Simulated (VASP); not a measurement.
Wanted: the native input for a VASP 6.6.1 run.

```yaml
Task: single point
Functional: PBEsol
Potentials_or_basis: VASP PAW PBE potentials, release 64 (Pb_d)
Cutoff: 520 eV
k_mesh: 18 × 18 × 6
Occupations: gaussian, width 0.1 eV
Spin: no spin polarisation
Dipole_correction: no
Further_INCAR_settings: ALGO = Normal; EDIFF = 1e-06; NBANDS = 36
```

The structure of Pb lies in POSCAR:

```
Pb
1.0
    3.3300087181      0.0000000000      0.0000000000
   -1.6650043591      2.8838721447      0.0000000000
    0.0000000000      0.0000000000     11.9028695562
Pb
4
Direct
    0.0000000000      0.0000000000      0.0000000000
    0.3333333333      0.6666666667      0.2500000000
    0.0000000000      0.0000000000      0.5000000000
    0.6666666667      0.3333333333      0.7500000000
```

This cell differs from its parent crystal: biaxial strain in the a-b plane: -4.5 %, then relaxed in part.

The input as run:

INCAR

```
PREC = Accurate ; ENCUT = 520
EDIFF = 1E-6 ; ISMEAR = 0
SIGMA = 0.1 ; LREAL = F
LASPH = T ; NELM = 100
ALGO = Normal ; ISIF = 2
LWAVE = F ; LCHARG = T
GGA = PS ; LELF = T
LVHAR = T ; NBANDS = 36
```

KPOINTS

```
Automatic mesh
0
Gamma
  18 18 6
```

Potentials or basis: VASP PAW PBE potentials, release 64 (Pb_d).

Command:

```sh
$ cat potpaw_PBE.64/Pb_d/POTCAR > POTCAR
$ mpirun -np 1 vasp_std > vasp.out
```

It gave:

The pressure is 2.9 GPa and the band gap on the k mesh is zero (band 28 reaches 13.92 eV, above the bottom of band 29 at 5.68 eV).

Caveat: the cell differs from its parent crystal (biaxial strain in the a-b plane: -4.5 %, then relaxed in part); the PAW data sets were made with another functional, which shifts forces and pressure a little; spin-orbit coupling is left out, which moves the levels of the heavy elements.

Wall time 3.5 min on 1 thread of Intel(R) Xeon(R) 6975P-C (Granite Rapids), with other jobs on the host, peak memory 0.55 GiB.
